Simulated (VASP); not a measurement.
# TiAl (P-6m2) in VASP: further runs

The runs below take TiAl through relaxation of cell and atoms, single point, with BLYP, PBEsol-based global hybrid with 25 % exact exchange, PBEsol-based screened hybrid with 25 % exact exchange, PBE0.

Program: VASP 6.6.1. These are calculated values, not measurements. Logs are shortened: lines on timing, memory, paths and dates and some standing lists are left out, and cuts for length are marked.

## (1) The cell of the first run

It takes space group P-6m2 (No. 187, hexagonal). The conventional cell has a = 2.867 Å, b = 2.867 Å, c = 4.678 Å, α = 90.00°, β = 90.00°, γ = 120.00°. Within 3.8 Å of Ti (site symmetry -6m2) lie 6 Al at 2.87 Å and 6 Ti at 2.87 Å. Al (site symmetry -6m2) has 6 Ti at 2.87 Å and 6 Al at 2.87 Å within 3.8 Å.

## (2) Relaxation of cell and atoms, BLYP

Contents of INCAR:

```
PREC = Accurate
ENCUT = 600
EDIFF = 1E-6
ISMEAR = -1
SIGMA = 0.05
LREAL = F
LASPH = T
NELM = 60
ALGO = Normal
ISIF = 3
LWAVE = F
LCHARG = F
GGA = B5
ALDAX = 1.0
AGGAX = 1.0
AGGAC = 1.0
ALDAC = 0.0
IBRION = 2
NSW = 60
EDIFFG = -0.01
```

Contents of KPOINTS:

```
Automatic mesh
0
Gamma
  11 11 6
```

Contents of POSCAR:

```
TiAl
1.0
    2.8672622327      0.0000000000      0.0000000000
   -1.4336311163      2.4831219328      0.0000000000
    0.0000000000      0.0000000000      4.6780830000
Ti Al
1 1
Direct
    0.0000000000      0.0000000000      0.0000000000
    0.3333333333      0.6666666667      0.5000000000
```

Potentials or basis: VASP PAW PBE potentials, release 64 (Ti_sv, Al).

Started as:

```bash
cat potpaw_PBE.64/Ti_sv/POTCAR potpaw_PBE.64/Al/POTCAR > POTCAR
mpirun -np 1 vasp_std > vasp.out
```

OUTCAR:

```text
PREC = Accurate
   ENCUT = 600
   EDIFF = 1E-6
   ISMEAR = -1
   LREAL = F
   LASPH = T
   NELM = 60
   ISIF = 3
   GGA = B5
   IBRION = 2
   NSW = 60
   EDIFFG = -0.01

 ion  position               nearest neighbor table
   1  0.000  0.000  0.000-   2 2.87   2 2.87   2 2.87   2 2.87   2 2.87   2 2.87
   2  0.333  0.667  0.500-   1 2.87   1 2.87   1 2.87   1 2.87   1 2.87   1 2.87

  LATTYP: Found a hexagonal cell.
 ALAT       =     2.8672622327
 C/A-ratio  =     1.6315504549

  Lattice vectors:

 A1 = (   2.8672622327,   0.0000000000,   0.0000000000)
 A2 = (  -1.4336311163,   2.4831219328,   0.0000000000)
 A3 = (   0.0000000000,   0.0000000000,   4.6780830000)

Analysis of symmetry for initial positions (statically):
=====================================================================
 Subroutine PRICEL returns:
 Original cell was already a primitive cell.

 Routine SETGRP: Setting up the symmetry group for a
 hexagonal supercell.

 Subroutine GETGRP returns: Found 12 space group operations
 (whereof 12 operations were pure point group operations)
 out of a pool of 24 trial point group operations.

The static configuration has the point symmetry D_3h.

Analysis of symmetry for dynamics (positions and initial velocities):
=====================================================================
 Subroutine PRICEL returns:
 Original cell was already a primitive cell.

 Routine SETGRP: Setting up the symmetry group for a
 hexagonal supercell.

 Subroutine GETGRP returns: Found 12 space group operations
 (whereof 12 operations were pure point group operations)
 out of a pool of 24 trial point group operations.

The dynamic configuration has the point symmetry D_3h.

 Subroutine INISYM returns: Found 12 space group operations
 (whereof 12 operations are pure point group operations),
 and found     1 'primitive' translations

----------------------------------------------------------------------------------------

                                     Primitive cell

  volume of cell :      33.3068

  direct lattice vectors                    reciprocal lattice vectors
     2.867262233  0.000000000  0.000000000     0.348764751  0.201359423  0.000000000
    -1.433631116  2.483121933  0.000000000     0.000000000  0.402718846  0.000000000
     0.000000000  0.000000000  4.678083000     0.000000000  0.000000000  0.213762774

  length of vectors
     2.867262233  2.867262233  4.678083000     0.402718846  0.402718846  0.213762774

  position of ions in fractional coordinates (direct lattice)
     0.000000000  0.000000000  0.000000000
     0.333333333  0.666666667  0.500000000

  ion indices of the primitive-cell ions
   primitive index   ion index
                 1           1
                 2           2

----------------------------------------------------------------------------------------

 KPOINTS: Automatic mesh

Automatic generation of k-mesh.
 Grid dimensions read from file:
 generate k-points for:   11   11    6

 Generating k-lattice:

  Cartesian coordinates                     Fractional coordinates (reciprocal lattice)
     0.031705886  0.018305402  0.000000000     0.090909091  0.000000000  0.000000000
     0.000000000  0.036610804  0.000000000     0.000000000  0.090909091  0.000000000
     0.000000000  0.000000000  0.035627129     0.000000000  0.000000000  0.166666667

  Length of vectors
     0.036610804  0.036610804  0.035627129

  Shift w.r.t. Gamma in fractional coordinates (k-lattice)
     0.000000000  0.000000000  0.000000000

 Subroutine IBZKPT returns following result:
 ===========================================

 Found     64 irreducible k-points:

 Following reciprocal coordinates:
            Coordinates               Weight
  0.000000  0.000000  0.000000      1.000000
  0.090909 -0.000000  0.000000      6.000000
  0.181818  0.000000  0.000000      6.000000
  0.272727  0.000000  0.000000      6.000000
  0.363636 -0.000000  0.000000      6.000000
  0.454545  0.000000  0.000000      6.000000
[... 16 lines left out ...]
  0.090909  0.090909  0.166667     12.000000
  0.181818  0.090909  0.166667     24.000000
 [... further k-points ...]
   k-points           NKPTS =     64   k-points in BZ     NKDIM =     64   number of bands    NBANDS=     11
   number of dos      NEDOS =    301   number of ions     NIONS =      2
   total plane-waves  NPLWV =  23040
   dimension x,y,z NGX =    24 NGY =   24 NGZ =   40
   dimension x,y,z NGXF=    48 NGYF=   48 NGZF=   80
   ions per type =               1   1
   NGX,Y,Z   is equivalent  to a cutoff of  13.92, 13.92, 14.21 a.u.
   NGXF,Y,Z  is equivalent  to a cutoff of  27.83, 27.83, 28.43 a.u.
 SYSTEM =  unknown system
   PREC   = accura    normal or accurate (medium, high low for compatibility)
   ISTART =      0    job   : 0-new  1-cont  2-samecut
   ICHARG =      2    charge: 1-file 2-atom 10-const
   ISPIN  =      1    spin polarized calculation?
   LNONCOLLINEAR =      F non collinear calculations
   LSORBIT =      F    spin-orbit coupling
   LASPH  =      T    aspherical Exc in radial PAW
   ENCUT  =  600.0 eV  44.10 Ry    6.64 a.u.   5.73  5.73  9.34*2*pi/ulx,y,z
   NELM   =     60;   NELMIN=  2; NELMDL= -5     # of ELM steps
   EDIFF  = 0.1E-05   stopping-criterion for ELM
   LREAL  =      F    real-space projection
   EDIFFG = -.1E-01   stopping-criterion for IOM
   NSW    =     60    number of steps for IOM
   IBRION =      2    ionic relax: 0-MD 1-quasi-New 2-CG
   NFREE  =      1    steps in history (QN), initial steepest desc. (CG)
   ISIF   =      3    stress and relaxation
   ISYM   =      2    0-nonsym 1-usesym 2-fastsym
   POTIM  = 0.5000    time-step for ionic-motion
   TEBEG  =    0.0;   TEEND  =   0.0 temperature during run
   PSTRESS=    0.0 pullay stress
   NELECT =      15.0000    total number of electrons
   NUPDOWN=      -1.0000    fix difference up-down
   EMIN   =  10.00;   EMAX   =-10.00  energy-range for DOS
   EFERMI =   0.00;   METHOD = LEGACY
   ISMEAR =    -1;   SIGMA  =   0.05  broadening in eV -4-tet -1-fermi 0-gaus
   EFERMI_NEDOS =   21; number of points for ismear=-14 and -15
   IALGO  =     38    algorithm
   IMIX   =      4    mixing-type and parameters
     AMIX     =   0.40;   BMIX     =  1.00
     AMIX_MAG =   1.60;   BMIX_MAG =  1.00
  volume/ion in A,a.u.               =      16.65       112.38
  Fermi-wavevector in a.u.,A,eV,Ry     =   1.254857  2.371335 21.424622  1.574665
  Thomas-Fermi vector in A             =   2.388641
   LORBIT       =      0    0 simple, 1 ext, 2 COOP (PROOUT), +10 PAW based schemes
   GGA     = B5    functional components
   LHFCALC =     F    Hartree Fock is set to
   AEXX    =    0.0000 exact exchange contribution
   IVDW    =     0    specifies the selected vdW correction
   LEPSILON=     F    determine dielectric tensor
   LRPA    =     F    only Hartree local field effects (RPA)
 conjugate gradient relaxation of ions
 non-spin polarized calculation
  energy-cutoff  :      600.00
  volume of cell :       33.31
 maximum number of plane-waves:      1122
 NGX is ok and might be reduce to    24
   NGX = 11   NGY = 11   NGZ = 19

--------------------------------------- Ionic step        1  -------------------------------------------

 number of electron      14.9999999 magnetization

 Free energy of the ion-electron system (eV)
  ---------------------------------------------------
  ext. energy  EPLUGINS =         0.00000000
  ---------------------------------------------------
  free energy    TOTEN  =        -9.96897163 eV

  energy without entropy =       -9.94649610  energy(sigma->0) =       -9.95773387

------------------------ aborting loop because EDIFF is reached ----------------------------------------

  FORCE on cell =-STRESS in cart. coord.  units (eV):
  Direction    XX          YY          ZZ          XY          YZ          ZX
  --------------------------------------------------------------------------------------
  -------------------------------------------------------------------------------------
  Total        0.7599906      0.7599906      0.5156584      0.0000000      0.0000000     -0.0000000
  in kB       36.5582519     36.5582519     24.8050017      0.0000000      0.0000000     -0.0000000
  external PRESSURE =      32.6405018 kB  Pullay stress =       0.0000000 kB

 VOLUME and BASIS-vectors are now :
 -----------------------------------------------------------------------------
  energy-cutoff  :      600.00
  volume of cell :       33.31
      direct lattice vectors                 reciprocal lattice vectors
     2.867262233  0.000000000  0.000000000     0.348764751  0.201359423  0.000000000
    -1.433631116  2.483121933  0.000000000     0.000000000  0.402718846  0.000000000
     0.000000000  0.000000000  4.678083000     0.000000000  0.000000000  0.213762774
[... 109 lines left out ...]
 POSITION                                       TOTAL-FORCE (eV/Angst)
 -----------------------------------------------------------------------------------
     -1.45489      2.51995      0.00000        -0.000000     -0.000000      0.000000
     -0.00000      1.67996      2.34964         0.000000      0.000000     -0.000000
 -----------------------------------------------------------------------------------
    total drift:                                0.000000     -0.000000      0.000000

  FREE ENERGIE OF THE ION-ELECTRON SYSTEM (eV)
  ---------------------------------------------------
  free  energy   TOTEN  =        -9.9814310074 eV

  energy  without entropy=       -9.9570598268  energy(sigma->0) =       -9.96924542

--------------------------------------- Ionic step        5  -------------------------------------------

 number of electron      14.9999995 magnetization

 Free energy of the ion-electron system (eV)
  ---------------------------------------------------
  ext. energy  EPLUGINS =         0.00000000
  ---------------------------------------------------
  free energy    TOTEN  =        -9.98161545 eV

  energy without entropy =       -9.95699872  energy(sigma->0) =       -9.96930708

 E-fermi :   7.9689     XC(G=0): -10.2586

 val. band max:        7.9650163305   @ k =   0.3636   0.0909   0.5000
 cond. band min:       7.9844044292   @ k =   0.2727   0.0909   0.1667
 fundamental gap:      0.0193880987
 Fermi energy:         7.9688737588

 k-point     1 :       0.0000    0.0000    0.0000
  band No.  band energies     occupation
      1     -48.4173      2.00000
      2     -24.8846      2.00000
      3     -24.5331      2.00000
      4     -24.5331      2.00000
      5      -0.7058      2.00000
      6       5.8135      2.00000
      7       6.3813      2.00000
      8       9.1145      0.00000
      9       9.1145      0.00000
     10      10.5161      0.00000
     11      10.5161      0.00000

 k-point     2 :       0.0909   -0.0000    0.0000
  band No.  band energies     occupation
      1     -48.4110      2.00000
      2     -24.8784      2.00000
      3     -24.5734      2.00000
      4     -24.5423      2.00000
      5      -0.5079      2.00000
      6       6.0224      2.00000
      7       6.3971      2.00000
      8       8.9395      0.00000
      9       9.2695      0.00000
     10      10.4649      0.00000
     11      10.5813      0.00000
[... 295 lines left out ...]
 k-point    24 :       0.1818    0.0909    0.1667
  band No.  band energies     occupation
      1     -48.3797      2.00000
      2     -24.8482      2.00000
      3     -24.7615      2.00000
      4     -24.5962      2.00000
      5       0.7905      2.00000
      6       5.7645      2.00000
      7       7.4717      1.99990
      8       8.2193      0.01329
      9      10.0489      0.00000
     10      10.1420      0.00000
     11      10.3515      0.00000

 [... further k-points ...]

------------------------ aborting loop because EDIFF is reached ----------------------------------------

  FORCE on cell =-STRESS in cart. coord.  units (eV):
  Direction    XX          YY          ZZ          XY          YZ          ZX
  --------------------------------------------------------------------------------------
  -------------------------------------------------------------------------------------
  Total        0.0079117      0.0079117     -0.0139686      0.0000000      0.0000000      0.0000000
  in kB        0.3678557      0.3678557     -0.6494696      0.0000000      0.0000000      0.0000000
  external PRESSURE =       0.0287473 kB  Pullay stress =       0.0000000 kB

 VOLUME and BASIS-vectors are now :
 -----------------------------------------------------------------------------
  energy-cutoff  :      600.00
  volume of cell :       34.46
      direct lattice vectors                 reciprocal lattice vectors
     2.913653706  0.000000000 -0.000000000     0.343211686  0.198153359  0.000000000
    -1.456826853  2.523298127  0.000000000    -0.000000000  0.396306718 -0.000000000
    -0.000000000  0.000000000  4.687038689     0.000000000 -0.000000000  0.213354330

 POSITION                                       TOTAL-FORCE (eV/Angst)
 -----------------------------------------------------------------------------------
     -0.00000      0.00000      4.68704         0.000000      0.000000      0.000000
     -0.00000      1.68220      2.34352        -0.000000     -0.000000      0.000000
 -----------------------------------------------------------------------------------
    total drift:                                0.000000     -0.000000      0.000000

  FREE ENERGIE OF THE ION-ELECTRON SYSTEM (eV)
  ---------------------------------------------------
  free  energy   TOTEN  =        -9.9816154462 eV

  energy  without entropy=       -9.9569987204  energy(sigma->0) =       -9.96930708

 reached required accuracy - stopping structural energy minimisation
```

Run time: 2.4 min. Hardware: 1 thread of Intel Xeon 8259CL, shared host; peak memory 0.19 GiB.

What came out:

```yaml
Free_energy: -9.9816 eV
Relaxed_volume: 17.23 Å³/atom
Relaxed_cell: a = 2.914 Å, b = 2.914 Å, c = 4.687 Å, α = 90.00°, β = 90.00°, γ = 120.00°
Space_group_after_relaxing_to_0.1_Å: P-6m2 (No. 187)
Energy_gained_by_relaxing: 6.3 meV/atom
Ionic_steps: 5
Pressure_after_relaxing: 0.0 GPa
Band_gap_on_the_k_mesh: zero (an odd number of electrons rules out a gap without spin polarisation)
```

Stress tensor (GPa, compression positive):
```
 0.04  0.00  0.00
 0.00  0.04  0.00
 0.00  0.00 -0.06
```

The path:
```tsv
step	energy change (eV)	largest force (eV/Å)	pressure (GPa)	volume (Å³)
1	0.0000	0.0000	3.26	33.31
2	-0.0095	0.0000	-1.44	34.97
3	-0.0117	0.0000	-0.10	34.45
4	-0.0125	0.0000	-0.04	34.46
5	-0.0126	0.0000	0.00	34.46
```

Final structure:
```yaml
crystal:
  lattice:
    - [2.91365, 0.00000, 0.00000]
    - [-1.45683, 2.52330, 0.00000]
    - [0.00000, 0.00000, 4.68704]
  atoms:
    - { symbol: Ti, position: [0.00000, 0.00000, 0.00000] }
    - { symbol: Al, position: [0.33333, 0.66667, 0.50000] }
```

Caveat: the PAW data sets were made with another functional, which shifts forces and pressure a little.

(Part 1 of 4 ends here.)
